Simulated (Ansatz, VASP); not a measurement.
One calculation of F, two programs

```
F
1.0
     3.01000   -1.78866    0.18368
     3.01000    1.78866    0.18368
    -1.19507    0.00000    6.68170
F
4
Direct
  0.92110 0.58585 0.09400
  0.41415 0.07890 0.40600
  0.07890 0.41415 0.90600
  0.58585 0.92110 0.59400
```

Alike in both runs: functional PBEsol; k mesh 8 × 8 × 4; occupations gaussian, width 0.02 eV; no spin polarisation.

Ansatz relaxed the structure, and its values are those at the end. VASP's run is a single point on that final structure, the one shown.

|  | VASP | Ansatz |
| --- | --- | --- |
| version | VASP 6.6.1 | Ansatz 0.2.0 |
| potentials or method | VASP PAW PBE potentials, release 64 (F_h), cutoff 1350 eV | scalar-relativistic, plane waves, PAW |
| valence electrons in the cell | 28 | 28 |

Ansatz gave:

* gap on the k mesh at the Fermi level (eV): 3.17
* least direct gap on the mesh (eV): 3.17
* pressure (GPa): 0.0
* rms of the force components (eV/Å): 0.000

What did VASP give for the same quantities?

gap on the k mesh at the Fermi level (eV): 3.17; least direct gap on the mesh (eV): 3.17; pressure (GPa): -0.4; rms of the force components (eV/Å): 0.011.

VASP's potentials were made for PBE, not for PBEsol.
